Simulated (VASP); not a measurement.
# BPd4 (P-43m) in VASP: a series of runs

BPd4 is run at these levels: PBE; tasks: single point, relaxation of cell and atoms.

Program: VASP 6.6.1. These are calculated values, not measurements. Logs are shortened: lines on timing, memory, paths and dates and some standing lists are left out, and cuts for length are marked.

### Step 1. The cell of the first run

Symmetry: P-43m, No. 215, cubic system. The conventional cell has a = 4.215 Å, b = 4.215 Å, c = 4.215 Å, α = 90.00°, β = 90.00°, γ = 90.00°. B (site symmetry -43m) has 4 Pd at 2.07 Å within 2.7 Å. Within 2.7 Å of Pd (site symmetry 3m) lie 1 B at 2.07 Å and 3 Pd at 2.57 Å.

### Step 2. Single point, PBE

Contents of INCAR:

```
SYSTEM = BPd4
ALGO     = Fast           ! electronic algorithm
EDIFF    = 1E-7           ! SCF threshold, eV
ENCUT    = 520            ! plane-wave cutoff, eV
GGA      = PE             ! functional
ISIF     = 2              ! what is computed and relaxed
ISMEAR   = 0              ! smearing method
LASPH    = .True.         ! aspherical terms in the spheres
LCHARG   = .False.        ! write CHGCAR
LREAL    = .False.        ! projectors in reciprocal space
LWAVE    = .False.        ! write WAVECAR
NBANDS   = 30             ! bands
NELM     = 80             ! most SCF steps
PREC     = Accurate       ! precision mode
SIGMA    = 0.1            ! smearing width, eV
```

Contents of KPOINTS:

```
k-points
0
Gamma
  4 4 4
  0 0 0
```

Contents of POSCAR:

```
BPd4
1.0
    4.2149094500      0.0000000000      0.0000000000
    0.0000000000      4.2149094500      0.0000000000
    0.0000000000      0.0000000000      4.2149094500
B Pd
1 4
Direct
    0.5000000000      0.5000000000      0.5000000000
    0.2159019000      0.2159019000      0.2159019000
    0.7840981000      0.7840981000      0.2159019000
    0.7840981000      0.2159019000      0.7840981000
    0.2159019000      0.7840981000      0.7840981000
```

Potentials or basis: VASP PAW PBE potentials, release 64 (B, Pd).

Run with:

```
cat potpaw_PBE.64/B/POTCAR potpaw_PBE.64/Pd/POTCAR > POTCAR
mpirun -np 1 vasp_std > vasp.out
```

OUTCAR:

```text
SYSTEM = BPd4
   EDIFF = 1E-7
   ENCUT = 520
   GGA = PE
   ISIF = 2
   ISMEAR = 0
   LASPH = .True.
   LREAL = .False.
   NELM = 80
   PREC = Accurate

 ion  position               nearest neighbor table
   1  0.500  0.500  0.500-   2 2.07   3 2.07   4 2.07   5 2.07
   2  0.216  0.216  0.216-   1 2.07   3 2.57   4 2.57   5 2.57   4 3.01   5 3.01   3 3.01   4 3.01
                             3 3.01   5 3.01   5 3.39   3 3.39   4 3.39
   3  0.784  0.784  0.216-   1 2.07   2 2.57   4 2.57   5 2.57   4 3.01   5 3.01   2 3.01   4 3.01
                             2 3.01   5 3.01   4 3.39   5 3.39   2 3.39
   4  0.784  0.216  0.784-   1 2.07   2 2.57   3 2.57   5 2.57   3 3.01   5 3.01   2 3.01   3 3.01
                             2 3.01   5 3.01   3 3.39   5 3.39   2 3.39
   5  0.216  0.784  0.784-   1 2.07   2 2.57   3 2.57   4 2.57   3 3.01   4 3.01   2 3.01   3 3.01
                             2 3.01   4 3.01   3 3.39   4 3.39   2 3.39

  LATTYP: Found a simple cubic cell.
 ALAT       =     4.2149094500

  Lattice vectors:

 A1 = (   4.2149094500,   0.0000000000,   0.0000000000)
 A2 = (   0.0000000000,   4.2149094500,   0.0000000000)
 A3 = (   0.0000000000,   0.0000000000,   4.2149094500)

Analysis of symmetry for initial positions (statically):
=====================================================================
 Subroutine PRICEL returns:
 Original cell was already a primitive cell.

 Routine SETGRP: Setting up the symmetry group for a
 simple cubic supercell.

 Subroutine GETGRP returns: Found 24 space group operations
 (whereof 24 operations were pure point group operations)
 out of a pool of 48 trial point group operations.

The static configuration has the point symmetry T_d .

Analysis of symmetry for dynamics (positions and initial velocities):
=====================================================================
 Subroutine PRICEL returns:
 Original cell was already a primitive cell.

 Routine SETGRP: Setting up the symmetry group for a
 simple cubic supercell.

 Subroutine GETGRP returns: Found 24 space group operations
 (whereof 24 operations were pure point group operations)
 out of a pool of 48 trial point group operations.

The dynamic configuration has the point symmetry T_d .

 Subroutine INISYM returns: Found 24 space group operations
 (whereof 24 operations are pure point group operations),
 and found     1 'primitive' translations

----------------------------------------------------------------------------------------

                                     Primitive cell

  volume of cell :      74.8798

  direct lattice vectors                    reciprocal lattice vectors
     4.214909450  0.000000000  0.000000000     0.237253021  0.000000000  0.000000000
     0.000000000  4.214909450  0.000000000     0.000000000  0.237253021  0.000000000
     0.000000000  0.000000000  4.214909450     0.000000000  0.000000000  0.237253021

  length of vectors
     4.214909450  4.214909450  4.214909450     0.237253021  0.237253021  0.237253021

  position of ions in fractional coordinates (direct lattice)
     0.500000000  0.500000000  0.500000000
     0.215901900  0.215901900  0.215901900
     0.784098100  0.784098100  0.215901900
     0.784098100  0.215901900  0.784098100
     0.215901900  0.784098100  0.784098100

  ion indices of the primitive-cell ions
   primitive index   ion index
                 1           1
                 2           2
                 3           3
                 4           4
                 5           5

----------------------------------------------------------------------------------------

 KPOINTS: k-points

Automatic generation of k-mesh.
 Grid dimensions read from file:
 generate k-points for:    4    4    4

 Generating k-lattice:

  Cartesian coordinates                     Fractional coordinates (reciprocal lattice)
     0.059313255  0.000000000  0.000000000     0.250000000  0.000000000  0.000000000
     0.000000000  0.059313255  0.000000000     0.000000000  0.250000000  0.000000000
     0.000000000  0.000000000  0.059313255     0.000000000  0.000000000  0.250000000

  Length of vectors
     0.059313255  0.059313255  0.059313255

  Shift w.r.t. Gamma in fractional coordinates (k-lattice)
     0.000000000  0.000000000  0.000000000

 Subroutine IBZKPT returns following result:
 ===========================================

 Found     10 irreducible k-points:

 Following reciprocal coordinates:
            Coordinates               Weight
  0.000000  0.000000  0.000000      1.000000
  0.250000  0.000000  0.000000      6.000000
  0.500000  0.000000  0.000000      3.000000
  0.250000  0.250000  0.000000     12.000000
  0.500000  0.250000  0.000000     12.000000
  0.500000  0.500000  0.000000      3.000000
  0.250000  0.250000  0.250000      8.000000
  0.500000  0.250000  0.250000     12.000000
  0.500000  0.500000  0.250000      6.000000
  0.500000  0.500000  0.500000      1.000000
   k-points           NKPTS =     10   k-points in BZ     NKDIM =     10   number of bands    NBANDS=     30
   number of dos      NEDOS =    301   number of ions     NIONS =      5
   total plane-waves  NPLWV =  32768
   dimension x,y,z NGX =    32 NGY =   32 NGZ =   32
   dimension x,y,z NGXF=    64 NGYF=   64 NGZF=   64
   ions per type =               1   4
   NGX,Y,Z   is equivalent  to a cutoff of  12.62, 12.62, 12.62 a.u.
   NGXF,Y,Z  is equivalent  to a cutoff of  25.24, 25.24, 25.24 a.u.
 SYSTEM =  BPd4
   PREC   = accura    normal or accurate (medium, high low for compatibility)
   ISTART =      0    job   : 0-new  1-cont  2-samecut
   ICHARG =      2    charge: 1-file 2-atom 10-const
   ISPIN  =      1    spin polarized calculation?
   LNONCOLLINEAR =      F non collinear calculations
   LSORBIT =      F    spin-orbit coupling
   LASPH  =      T    aspherical Exc in radial PAW
   ENCUT  =  520.0 eV  38.22 Ry    6.18 a.u.   7.84  7.84  7.84*2*pi/ulx,y,z
   NELM   =     80;   NELMIN=  2; NELMDL= -5     # of ELM steps
   EDIFF  = 0.1E-06   stopping-criterion for ELM
   LREAL  =      F    real-space projection
   EDIFFG = 0.1E-05   stopping-criterion for IOM
   NSW    =      0    number of steps for IOM
   IBRION =     -1    ionic relax: 0-MD 1-quasi-New 2-CG
   NFREE  =      0    steps in history (QN), initial steepest desc. (CG)
   ISIF   =      2    stress and relaxation
   ISYM   =      2    0-nonsym 1-usesym 2-fastsym
   POTIM  = 0.5000    time-step for ionic-motion
   TEBEG  =    0.0;   TEEND  =   0.0 temperature during run
   PSTRESS=    0.0 pullay stress
   NELECT =      43.0000    total number of electrons
   NUPDOWN=      -1.0000    fix difference up-down
   EMIN   =  10.00;   EMAX   =-10.00  energy-range for DOS
   EFERMI =   0.00;   METHOD = LEGACY
   ISMEAR =     0;   SIGMA  =   0.10  broadening in eV -4-tet -1-fermi 0-gaus
   EFERMI_NEDOS =   21; number of points for ismear=-14 and -15
   IALGO  =     68    algorithm
   IMIX   =      4    mixing-type and parameters
     AMIX     =   0.40;   BMIX     =  1.00
     AMIX_MAG =   1.60;   BMIX_MAG =  1.00
  volume/ion in A,a.u.               =      14.98       101.06
  Fermi-wavevector in a.u.,A,eV,Ry     =   1.360743  2.571431 25.192835  1.851621
  Thomas-Fermi vector in A             =   2.487379
   LORBIT       =      0    0 simple, 1 ext, 2 COOP (PROOUT), +10 PAW based schemes
   GGA     = PE    functional components
   LHFCALC =     F    Hartree Fock is set to
   AEXX    =    0.0000 exact exchange contribution
   IVDW    =     0    specifies the selected vdW correction
   LEPSILON=     F    determine dielectric tensor
   LRPA    =     F    only Hartree local field effects (RPA)
 non-spin polarized calculation
 RMM-DIIS sequential band-by-band and
 Gauss-broadening in eV      SIGMA  =   0.10
  energy-cutoff  :      520.00
  volume of cell :       74.88
 maximum number of plane-waves:      2040
 NGX is ok and might be reduce to    32
   NGX = 15   NGY = 15   NGZ = 15

 number of electron      43.0000003 magnetization

 Free energy of the ion-electron system (eV)
  ---------------------------------------------------
  ext. energy  EPLUGINS =         0.00000000
  ---------------------------------------------------
  free energy    TOTEN  =       -26.61760092 eV

  energy without entropy =      -26.61376108  energy(sigma->0) =      -26.61568100

 E-fermi :   8.0262     XC(G=0): -12.2402

 val. band max:        7.6462814333   @ k =   0.5000   0.5000   0.2500
 cond. band min:       8.1095918900   @ k =   0.2500   0.2500   0.2500
 fundamental gap:      0.4633104568
 Fermi energy:         8.0261525046

 k-point     1 :       0.0000    0.0000    0.0000
  band No.  band energies     occupation
      1      -0.8761      2.00000
      2       2.5740      2.00000
      3       2.5740      2.00000
      4       2.5740      2.00000
      5       2.6974      2.00000
      6       3.5902      2.00000
[... 22 lines left out ...]
     29      17.4448      0.00000
     30      17.4448      0.00000

 k-point     2 :       0.2500    0.0000    0.0000
  band No.  band energies     occupation
      1      -0.4521      2.00000
      2       2.4345      2.00000
      3       2.9412      2.00000
      4       2.9412      2.00000
      5       2.9593      2.00000
      6       3.8020      2.00000
[... 22 lines left out ...]
     29      17.2690      0.00000
     30      17.6379      0.00000

 k-point     3 :       0.5000    0.0000    0.0000
  band No.  band energies     occupation
      1       0.2042      2.00000
      2       1.8936      2.00000
      3       3.3986      2.00000
      4       3.5441      2.00000
      5       3.5441      2.00000
      6       4.2165      2.00000
[... 22 lines left out ...]
     29      16.8943      0.00000
     30      16.8943      0.00000

 k-point     4 :       0.2500    0.2500    0.0000
  band No.  band energies     occupation
      1      -0.1206      2.00000
      2       2.5178      2.00000
      3       3.0108      2.00000
      4       3.0587      2.00000
      5       3.4097      2.00000
      6       4.0099      2.00000
[... 22 lines left out ...]
     29      17.2499      0.00000
     30      17.7652      0.00000

 k-point     5 :       0.5000    0.2500    0.0000
  band No.  band energies     occupation
      1       0.3439      2.00000
      2       2.1071      2.00000
      3       3.3900      2.00000
      4       3.6842      2.00000
      5       3.9829      2.00000
      6       4.1005      2.00000
[... 22 lines left out ...]
     29      17.5184      0.00000
     30      18.0449      0.00000

 k-point     6 :       0.5000    0.5000    0.0000
  band No.  band energies     occupation
      1       0.4930      2.00000
      2       2.2393      2.00000
      3       3.8160      2.00000
      4       3.8160      2.00000
      5       3.9882      2.00000
      6       4.3074      2.00000
[... 22 lines left out ...]
     29      17.4007      0.00000
     30      17.8742      0.00000

 k-point     7 :       0.2500    0.2500    0.2500
  band No.  band energies     occupation
      1       0.0418      2.00000
      2       2.5590      2.00000
      3       3.2567      2.00000
      4       3.2567      2.00000
      5       3.5522      2.00000
      6       3.9421      2.00000
[... 22 lines left out ...]
     29      17.1963      0.00000
     30      17.1963      0.00000

 k-point     8 :       0.5000    0.2500    0.2500
  band No.  band energies     occupation
      1       0.2295      2.00000
      2       2.4773      2.00000
      3       3.3383      2.00000
      4       3.5900      2.00000
      5       3.8506      2.00000
      6       4.0698      2.00000
[... 22 lines left out ...]
     29      17.2231      0.00000
     30      17.6116      0.00000

 k-point     9 :       0.5000    0.5000    0.2500
  band No.  band energies     occupation
      1       0.1450      2.00000
      2       2.8009      2.00000
      3       3.2482      2.00000
      4       3.2482      2.00000
      5       3.9125      2.00000
      6       4.2556      2.00000
[... 22 lines left out ...]
     29      17.2345      0.00000
     30      18.1121      0.00000

 k-point    10 :       0.5000    0.5000    0.5000
  band No.  band energies     occupation
      1      -0.0898      2.00000
      2       2.9558      2.00000
      3       2.9558      2.00000
      4       2.9558      2.00000
      5       4.1208      2.00000
      6       4.1208      2.00000
[... 22 lines left out ...]
     29      18.2182      0.00000
     30      18.2182      0.00000

------------------------ aborting loop because EDIFF is reached ----------------------------------------

  FORCE on cell =-STRESS in cart. coord.  units (eV):
  Direction    XX          YY          ZZ          XY          YZ          ZX
  --------------------------------------------------------------------------------------
  -------------------------------------------------------------------------------------
  Total       -0.0704609     -0.0704609     -0.0704609     -0.0000000      0.0000000      0.0000000
  in kB       -1.5076283     -1.5076283     -1.5076283     -0.0000000      0.0000000      0.0000000
  external PRESSURE =      -1.5076283 kB  Pullay stress =       0.0000000 kB

 VOLUME and BASIS-vectors are now :
 -----------------------------------------------------------------------------
  energy-cutoff  :      520.00
  volume of cell :       74.88
      direct lattice vectors                 reciprocal lattice vectors
     4.214909450  0.000000000  0.000000000     0.237253021  0.000000000  0.000000000
     0.000000000  4.214909450  0.000000000     0.000000000  0.237253021  0.000000000
     0.000000000  0.000000000  4.214909450     0.000000000  0.000000000  0.237253021

 POSITION                                       TOTAL-FORCE (eV/Angst)
 -----------------------------------------------------------------------------------
      2.10745      2.10745      2.10745         0.000000      0.000000     -0.000000
      0.91001      0.91001      0.91001         2.067565      2.067565      2.067565
      3.30490      3.30490      0.91001        -2.067565     -2.067565      2.067565
      3.30490      0.91001      3.30490        -2.067565      2.067565     -2.067565
      0.91001      3.30490      3.30490         2.067565     -2.067565     -2.067565
 -----------------------------------------------------------------------------------
    total drift:                                0.000000      0.000000      0.000000

  FREE ENERGIE OF THE ION-ELECTRON SYSTEM (eV)
  ---------------------------------------------------
  free  energy   TOTEN  =       -26.6176009244 eV

  energy  without entropy=      -26.6137610789  energy(sigma->0) =      -26.61568100
```

It took 14 s on 1 thread of Intel Xeon Platinum 8488C (Sapphire Rapids), shared host; peak memory 0.17 GiB.

What came out:

| Quantity | Value |
| --- | --- |
| Free energy | -26.6176 eV |
| Pressure | -0.2 GPa |
| Largest force | 3.581 eV/Å |

Forces on the atoms (eV/Å):
```
B    0.000  0.000  0.000
Pd   2.068  2.068  2.068
Pd  -2.068 -2.068  2.068
Pd  -2.068  2.068 -2.068
Pd   2.068 -2.068 -2.068
```

Caveat: the k points lie up to 0.37 Å⁻¹ apart; forces of over 1 eV/Å act on the atoms, so gaps and moduli don't describe the material at rest.

[end of part 1 of 2]
